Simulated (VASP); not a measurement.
# Pd (Fm-3m) in VASP: notebook

Runs on Pd. Level: LDA. Tasks: electric field gradients.

All numbers are computed with VASP 6.6.1; they aren't measurements. Logs are shortened: lines on timing, memory, paths and dates and some standing lists are left out, and cuts for length are marked.

## Step 1: The cell of the first run

It takes space group Fm-3m (No. 225, cubic). The conventional cell has a = 3.877 Å, b = 3.877 Å, c = 3.877 Å, α = 90.00°, β = 90.00°, γ = 90.00°. Within 3.6 Å of Pd (site symmetry m-3m) lie 12 Pd at 2.74 Å.

## Step 2: Electric field gradients, LDA (volume scaled by 0.99)

INCAR reads:

```
SYSTEM = Pd
ALGO = Normal
EDIFF = 1E-8
ENCUT = 520
ISIF = 2
ISMEAR = -1
LASPH = .TRUE.
LCHARG = .FALSE.
LEFG = .TRUE.
LREAL = .FALSE.
LWAVE = .FALSE.
NBANDS = 11
NELM = 80
PREC = Accurate
SIGMA = 0.05
```

KPOINTS reads:

```
k-points
0
G
  18 18 18
  0 0 0
```

POSCAR reads:

```
Pd
1.0
    0.0000000000      1.9383952691      1.9383952691
    1.9383952691      0.0000000000      1.9383952691
    1.9383952691      1.9383952691      0.0000000000
Pd
1
Direct
    0.0000000000      0.0000000000      0.0000000000
```

Potentials or basis: VASP PAW LDA potentials, release 64 (Pd).

On the command line:

```
> cat potpaw_LDA.64/Pd/POTCAR > POTCAR
> mpirun -np 1 vasp_std > vasp.out
```

OUTCAR:

```text
SYSTEM = Pd
   EDIFF = 1E-8
   ENCUT = 520
   ISIF = 2
   ISMEAR = -1
   LASPH = .TRUE.
   LREAL = .FALSE.
   NELM = 80
   PREC = Accurate

 ion  position               nearest neighbor table
   1  0.000  0.000  0.000-

  LATTYP: Found a face centered cubic cell.
 ALAT       =     3.8767905382

  Lattice vectors:

 A1 = (   0.0000000000,   1.9383952691,   1.9383952691)
 A2 = (   1.9383952691,   0.0000000000,   1.9383952691)
 A3 = (   1.9383952691,   1.9383952691,   0.0000000000)

Analysis of symmetry for initial positions (statically):
=====================================================================
 Subroutine PRICEL returns:
 Original cell was already a primitive cell.

 Routine SETGRP: Setting up the symmetry group for a
 face centered cubic supercell.

 Subroutine GETGRP returns: Found 48 space group operations
 (whereof 48 operations were pure point group operations)
 out of a pool of 48 trial point group operations.

The static configuration has the point symmetry O_h .

Analysis of symmetry for dynamics (positions and initial velocities):
=====================================================================
 Subroutine PRICEL returns:
 Original cell was already a primitive cell.

 Routine SETGRP: Setting up the symmetry group for a
 face centered cubic supercell.

 Subroutine GETGRP returns: Found 48 space group operations
 (whereof 48 operations were pure point group operations)
 out of a pool of 48 trial point group operations.

The dynamic configuration has the point symmetry O_h .

 Subroutine INISYM returns: Found 48 space group operations
 (whereof 48 operations are pure point group operations),
 and found     1 'primitive' translations

----------------------------------------------------------------------------------------

                                     Primitive cell

  volume of cell :      14.5666

  direct lattice vectors                    reciprocal lattice vectors
     0.000000000  1.938395269  1.938395269    -0.257945326  0.257945326  0.257945326
     1.938395269  0.000000000  1.938395269     0.257945326 -0.257945326  0.257945326
     1.938395269  1.938395269  0.000000000     0.257945326  0.257945326 -0.257945326

  length of vectors
     2.741304879  2.741304879  2.741304879     0.446774411  0.446774411  0.446774411

  position of ions in fractional coordinates (direct lattice)
     0.000000000  0.000000000  0.000000000

  ion indices of the primitive-cell ions
   primitive index   ion index
                 1           1

----------------------------------------------------------------------------------------

 KPOINTS: k-points

Automatic generation of k-mesh.
 Grid dimensions read from file:
 generate k-points for:   18   18   18

 Generating k-lattice:

  Cartesian coordinates                     Fractional coordinates (reciprocal lattice)
    -0.014330296  0.014330296  0.014330296     0.055555556  0.000000000  0.000000000
     0.014330296 -0.014330296  0.014330296     0.000000000  0.055555556  0.000000000
     0.014330296  0.014330296 -0.014330296     0.000000000  0.000000000  0.055555556

  Length of vectors
     0.024820801  0.024820801  0.024820801

  Shift w.r.t. Gamma in fractional coordinates (k-lattice)
     0.000000000  0.000000000  0.000000000

 Subroutine IBZKPT returns following result:
 ===========================================

 Found    195 irreducible k-points:

 Following reciprocal coordinates:
            Coordinates               Weight
  0.000000  0.000000  0.000000      1.000000
  0.055556  0.000000  0.000000      8.000000
  0.111111  0.000000  0.000000      8.000000
  0.166667  0.000000  0.000000      8.000000
  0.222222  0.000000  0.000000      8.000000
  0.277778  0.000000  0.000000      8.000000
[... 16 lines left out ...]
 -0.277778  0.055556  0.000000     24.000000
 -0.222222  0.055556  0.000000     24.000000
 [... further k-points ...]
   k-points           NKPTS =    195   k-points in BZ     NKDIM =    195   number of bands    NBANDS=     11
   number of dos      NEDOS =    301   number of ions     NIONS =      1
   total plane-waves  NPLWV =   8000
   dimension x,y,z NGX =    20 NGY =   20 NGZ =   20
   dimension x,y,z NGXF=    40 NGYF=   40 NGZF=   40
   ions per type =               1
   NGX,Y,Z   is equivalent  to a cutoff of  12.13, 12.13, 12.13 a.u.
   NGXF,Y,Z  is equivalent  to a cutoff of  24.26, 24.26, 24.26 a.u.
 SYSTEM =  Pd
   PREC   = accura    normal or accurate (medium, high low for compatibility)
   ISTART =      0    job   : 0-new  1-cont  2-samecut
   ICHARG =      2    charge: 1-file 2-atom 10-const
   ISPIN  =      1    spin polarized calculation?
   LNONCOLLINEAR =      F non collinear calculations
   LSORBIT =      F    spin-orbit coupling
   LASPH  =      T    aspherical Exc in radial PAW
   ENCUT  =  520.0 eV  38.22 Ry    6.18 a.u.   5.10  5.10  5.10*2*pi/ulx,y,z
   NELM   =     80;   NELMIN=  2; NELMDL= -5     # of ELM steps
   EDIFF  = 0.1E-07   stopping-criterion for ELM
   LREAL  =      F    real-space projection
   EDIFFG = 0.1E-06   stopping-criterion for IOM
   NSW    =      0    number of steps for IOM
   IBRION =     -1    ionic relax: 0-MD 1-quasi-New 2-CG
   NFREE  =      0    steps in history (QN), initial steepest desc. (CG)
   ISIF   =      2    stress and relaxation
   ISYM   =      2    0-nonsym 1-usesym 2-fastsym
   POTIM  = 0.5000    time-step for ionic-motion
   TEBEG  =    0.0;   TEEND  =   0.0 temperature during run
   PSTRESS=    0.0 pullay stress
   NELECT =      10.0000    total number of electrons
   NUPDOWN=      -1.0000    fix difference up-down
   EMIN   =  10.00;   EMAX   =-10.00  energy-range for DOS
   EFERMI =   0.00;   METHOD = LEGACY
   ISMEAR =    -1;   SIGMA  =   0.05  broadening in eV -4-tet -1-fermi 0-gaus
   EFERMI_NEDOS =   21; number of points for ismear=-14 and -15
   IALGO  =     38    algorithm
   IMIX   =      4    mixing-type and parameters
     AMIX     =   0.40;   BMIX     =  1.00
     AMIX_MAG =   1.60;   BMIX_MAG =  1.00
  volume/ion in A,a.u.               =      14.57        98.30
  Fermi-wavevector in a.u.,A,eV,Ry     =   1.444184  2.729112 28.377223  2.085667
  Thomas-Fermi vector in A             =   2.562507
   LORBIT       =      0    0 simple, 1 ext, 2 COOP (PROOUT), +10 PAW based schemes
   GGA     = CA    functional components
   LHFCALC =     F    Hartree Fock is set to
   AEXX    =    0.0000 exact exchange contribution
   IVDW    =     0    specifies the selected vdW correction
   LEPSILON=     F    determine dielectric tensor
   LRPA    =     F    only Hartree local field effects (RPA)
 non-spin polarized calculation
  energy-cutoff  :      520.00
  volume of cell :       14.57
 maximum number of plane-waves:       403
   NGX = 11   NGY = 11   NGZ = 11

 number of electron      10.0000002 magnetization

 Free energy of the ion-electron system (eV)
  ---------------------------------------------------
  ext. energy  EPLUGINS =         0.00000000
  ---------------------------------------------------
  free energy    TOTEN  =        -6.49957584 eV

  energy without entropy =       -6.48172834  energy(sigma->0) =       -6.49065209

 E-fermi :   9.8140     XC(G=0): -13.5938

 val. band max:        9.8122100918   @ k =   0.5000   0.1111   0.0000
 cond. band min:       9.8157622104   @ k =   0.4444   0.1667   0.0000
 fundamental gap:      0.0035521186
 Fermi energy:         9.8139576064

 k-point     1 :       0.0000    0.0000    0.0000
  band No.  band energies     occupation
      1       2.4729      2.00000
      2       6.8790      2.00000
      3       6.8790      2.00000
      4       6.8790      2.00000
      5       8.5594      2.00000
      6       8.5594      2.00000
      7      26.9443      0.00000
      8      31.7346      0.00000
      9      31.7346      0.00000
     10      31.7346      0.00000
     11      35.5385      0.00000

 k-point     2 :       0.0556    0.0000    0.0000
  band No.  band energies     occupation
      1       2.5867      2.00000
      2       6.8374      2.00000
      3       6.9193      2.00000
      4       6.9193      2.00000
      5       8.5395      2.00000
      6       8.5395      2.00000
      7      27.0712      0.00000
      8      30.9910      0.00000
      9      31.8695      0.00000
     10      31.8695      0.00000
     11      35.5638      0.00000

 k-point     3 :       0.1111    0.0000    0.0000
  band No.  band energies     occupation
      1       2.9155      2.00000
      2       6.7336      2.00000
      3       7.0249      2.00000
      4       7.0249      2.00000
      5       8.4977      2.00000
      6       8.4977      2.00000
      7      27.3619      0.00000
      8      29.4667      0.00000
      9      32.2533      0.00000
     10      32.2533      0.00000
     11      35.5810      0.00000

 k-point     4 :       0.1667    0.0000    0.0000
  band No.  band energies     occupation
      1       3.4115      2.00000
      2       6.6358      2.00000
      3       7.1439      2.00000
      4       7.1439      2.00000
      5       8.4902      2.00000
      6       8.4902      2.00000
      7      27.0960      0.00000
      8      28.2791      0.00000
      9      32.8138      0.00000
     10      32.8138      0.00000
     11      35.5758      0.00000

 k-point     5 :       0.2222    0.0000    0.0000
  band No.  band energies     occupation
      1       3.9556      2.00000
      2       6.6853      2.00000
      3       7.1971      2.00000
      4       7.1971      2.00000
      5       8.5978      2.00000
      6       8.5978      2.00000
      7      25.3716      0.00000
      8      28.1635      0.00000
      9      33.3673      0.00000
     10      33.3673      0.00000
     11      35.4406      0.00000
[... 211 lines left out ...]
 k-point    21 :      -0.3889    0.0556    0.0000
  band No.  band energies     occupation
      1       4.4884      2.00000
      2       6.8677      2.00000
      3       6.9639      2.00000
      4       8.7975      2.00000
      5       9.4358      1.99896
      6      10.4717      0.00000
      7      18.8251      0.00000
      8      26.6932      0.00000
      9      30.4175      0.00000
     10      31.7776      0.00000
     11      35.5668      0.00000

 k-point    22 :      -0.3333    0.0556    0.0000
  band No.  band energies     occupation
      1       4.5384      2.00000
      2       6.9738      2.00000
      3       7.0597      2.00000
      4       8.0180      2.00000
      5       9.0898      2.00000
      6       9.8247      0.89319
      7      20.6899      0.00000
      8      27.1226      0.00000
      9      30.9158      0.00000
     10      32.9828      0.00000
     11      35.5444      0.00000

 k-point    23 :      -0.2778    0.0556    0.0000
  band No.  band energies     occupation
      1       4.4941      2.00000
      2       7.0282      2.00000
      3       7.1737      2.00000
      4       7.2496      2.00000
      5       8.7234      2.00000
      6       9.3431      1.99984
      7      22.7326      0.00000
      8      27.6408      0.00000
      9      31.5738      0.00000
     10      34.4747      0.00000
     11      34.9552      0.00000

 k-point    24 :      -0.2222    0.0556    0.0000
  band No.  band energies     occupation
      1       4.2059      2.00000
      2       6.6442      2.00000
      3       7.2171      2.00000
      4       7.2524      2.00000
      5       8.4289      2.00000
      6       8.9699      2.00000
      7      24.7792      0.00000
      8      28.0540      0.00000
      9      32.0426      0.00000
     10      34.3965      0.00000
     11      34.8345      0.00000

 [... further k-points ...]

------------------------ aborting loop because EDIFF is reached ----------------------------------------

  FORCE on cell =-STRESS in cart. coord.  units (eV):
  Direction    XX          YY          ZZ          XY          YZ          ZX
  --------------------------------------------------------------------------------------
  -------------------------------------------------------------------------------------
  Total       -0.5343769     -0.5343769     -0.5343769      0.0000000      0.0000000     -0.0000000
  in kB      -58.7761658    -58.7761658    -58.7761658      0.0000000      0.0000000     -0.0000000
  external PRESSURE =     -58.7761658 kB  Pullay stress =       0.0000000 kB

 VOLUME and BASIS-vectors are now :
 -----------------------------------------------------------------------------
  energy-cutoff  :      520.00
  volume of cell :       14.57
      direct lattice vectors                 reciprocal lattice vectors
     0.000000000  1.938395269  1.938395269    -0.257945326  0.257945326  0.257945326
     1.938395269  0.000000000  1.938395269     0.257945326 -0.257945326  0.257945326
     1.938395269  1.938395269  0.000000000     0.257945326  0.257945326 -0.257945326

 POSITION                                       TOTAL-FORCE (eV/Angst)
 -----------------------------------------------------------------------------------
      0.00000      0.00000      0.00000        -0.000000     -0.000000     -0.000000
 -----------------------------------------------------------------------------------
    total drift:                                0.000000     -0.000000     -0.000000

  FREE ENERGIE OF THE ION-ELECTRON SYSTEM (eV)
  ---------------------------------------------------
  free  energy   TOTEN  =        -6.4995758363 eV

  energy  without entropy=       -6.4817283404  energy(sigma->0) =       -6.49065209

 Electric field gradients (V/A^2)
---------------------------------------------------------------------
 ion       V_xx      V_yy      V_zz      V_xy      V_xz      V_yz
---------------------------------------------------------------------
   1      -0.000    -0.000     0.000     0.000     0.000     0.000
---------------------------------------------------------------------

 Electric field gradients after diagonalization (V/A^2)
 (convention: |V_zz| > |V_xx| > |V_yy|)
----------------------------------------------------------------------
 ion       V_xx      V_yy      V_zz     asymmetry (V_yy - V_xx)/ V_zz
----------------------------------------------------------------------
   1      -0.000    -0.000     0.000       0.000
----------------------------------------------------------------------

           NMR quadrupolar parameters

 Cq : quadrupolar parameter    Cq=e*Q*V_zz/h
 eta: asymmetry parameters     (V_yy - V_xx)/ V_zz
 Q  : nuclear electric quadrupole moment in mb (millibarn)
----------------------------------------------------------------------
 ion       Cq(MHz)       eta       Q (mb)
----------------------------------------------------------------------
   1       0.000       0.000       1.000
----------------------------------------------------------------------
```

Wall time 43 s (1 thread of Intel Xeon 8259CL, shared host); peak memory 0.14 GiB.

What came out:

```yaml
Free_energy: -6.4996 eV
Pressure: -5.9 GPa
Band_gap_on_the_k_mesh: zero (band 5 reaches 10.11 eV, above the bottom of band 6 at 8.49 eV)
```

Levels at points of the mesh, in eV from the Fermi level:
| k point | band 3 | band 4 | band 5 | band 6 | band 7 | band 8 |
| --- | --- | --- | --- | --- | --- | --- |
| (0.00, 0.00, 0.00) | -2.93 | -2.93 | -1.25 | -1.25 | 17.13 | 21.92 |
| (0.50, 0.00, 0.00) | -2.97 | -0.02 | -0.02 | 0.91 | 7.34 | 16.51 |
| (0.50, 0.50, 0.00) | -0.04 | 0.30 | 0.30 | 3.24 | 10.84 | 13.13 |

Caveat: without QUAD_EFG the Cq values of the log hold for a quadrupole moment of 1 mb, not for the nuclei.

## Step 3: Electric field gradients, LDA (volume scaled by 0.99)

INCAR reads:

```
SYSTEM = Pd
ALGO     = Normal         ! electronic algorithm
EDIFF    = 1E-8           ! SCF threshold, eV
ENCUT    = 520            ! plane-wave cutoff, eV
GGA      = CA             ! functional
ISIF     = 2              ! what is computed and relaxed
ISMEAR   = -1             ! smearing method
LASPH    = .TRUE.         ! aspherical terms in the spheres
LCHARG   = .FALSE.        ! write CHGCAR
LEFG     = .TRUE.       
LREAL    = .FALSE.        ! projectors in reciprocal space
LWAVE    = .FALSE.        ! write WAVECAR
NBANDS   = 11             ! bands
NELM     = 80             ! most SCF steps
PREC     = Accurate       ! precision mode
SIGMA    = 0.05           ! smearing width, eV
```

KPOINTS is that of step 2.

POSCAR is that of step 2.

Potentials or basis: VASP PAW LDA potentials, release 64 (Pd).

On the command line:

```
> cat potpaw_LDA.64/Pd/POTCAR > POTCAR
> mpirun -np 1 vasp_std > vasp.out
```

OUTCAR:

```text
SYSTEM = Pd
   EDIFF = 1E-8
   ENCUT = 520
   GGA = CA
   ISIF = 2
   ISMEAR = -1
   LASPH = .TRUE.
   LREAL = .FALSE.
   NELM = 80
   PREC = Accurate

 ion  position               nearest neighbor table
   1  0.000  0.000  0.000-

  LATTYP: Found a face centered cubic cell.
 ALAT       =     3.8767905382

  Lattice vectors:

 A1 = (   0.0000000000,   1.9383952691,   1.9383952691)
 A2 = (   1.9383952691,   0.0000000000,   1.9383952691)
 A3 = (   1.9383952691,   1.9383952691,   0.0000000000)

Analysis of symmetry for initial positions (statically):
=====================================================================
 Subroutine PRICEL returns:
 Original cell was already a primitive cell.

 Routine SETGRP: Setting up the symmetry group for a
 face centered cubic supercell.

[... 516 lines left out ...]
  external PRESSURE =     -58.7761658 kB  Pullay stress =       0.0000000 kB

 VOLUME and BASIS-vectors are now :
 -----------------------------------------------------------------------------
  energy-cutoff  :      520.00
  volume of cell :       14.57
      direct lattice vectors                 reciprocal lattice vectors
     0.000000000  1.938395269  1.938395269    -0.257945326  0.257945326  0.257945326
     1.938395269  0.000000000  1.938395269     0.257945326 -0.257945326  0.257945326
     1.938395269  1.938395269  0.000000000     0.257945326  0.257945326 -0.257945326

 POSITION                                       TOTAL-FORCE (eV/Angst)
 -----------------------------------------------------------------------------------
      0.00000      0.00000      0.00000        -0.000000     -0.000000     -0.000000
 -----------------------------------------------------------------------------------
    total drift:                                0.000000     -0.000000     -0.000000

  FREE ENERGIE OF THE ION-ELECTRON SYSTEM (eV)
  ---------------------------------------------------
  free  energy   TOTEN  =        -6.4995758363 eV

  energy  without entropy=       -6.4817283404  energy(sigma->0) =       -6.49065209

 Electric field gradients (V/A^2)
---------------------------------------------------------------------
 ion       V_xx      V_yy      V_zz      V_xy      V_xz      V_yz
---------------------------------------------------------------------
   1      -0.000    -0.000     0.000     0.000     0.000     0.000
---------------------------------------------------------------------

 Electric field gradients after diagonalization (V/A^2)
 (convention: |V_zz| > |V_xx| > |V_yy|)
----------------------------------------------------------------------
 ion       V_xx      V_yy      V_zz     asymmetry (V_yy - V_xx)/ V_zz
----------------------------------------------------------------------
   1      -0.000    -0.000     0.000       0.000
----------------------------------------------------------------------

           NMR quadrupolar parameters

 Cq : quadrupolar parameter    Cq=e*Q*V_zz/h
 eta: asymmetry parameters     (V_yy - V_xx)/ V_zz
 Q  : nuclear electric quadrupole moment in mb (millibarn)
----------------------------------------------------------------------
 ion       Cq(MHz)       eta       Q (mb)
----------------------------------------------------------------------
   1       0.000       0.000       1.000
----------------------------------------------------------------------
```

Wall time 46 s (1 thread of Intel Xeon 8259CL, shared host); peak memory 0.14 GiB.

What came out:

```yaml
Free_energy: -6.4996 eV
Pressure: -5.9 GPa
Band_gap_on_the_k_mesh: zero (band 5 reaches 10.11 eV, above the bottom of band 6 at 8.49 eV)
```

Caveat: without QUAD_EFG the Cq values of the log hold for a quadrupole moment of 1 mb, not for the nuclei.

[end of part 1 of 2]
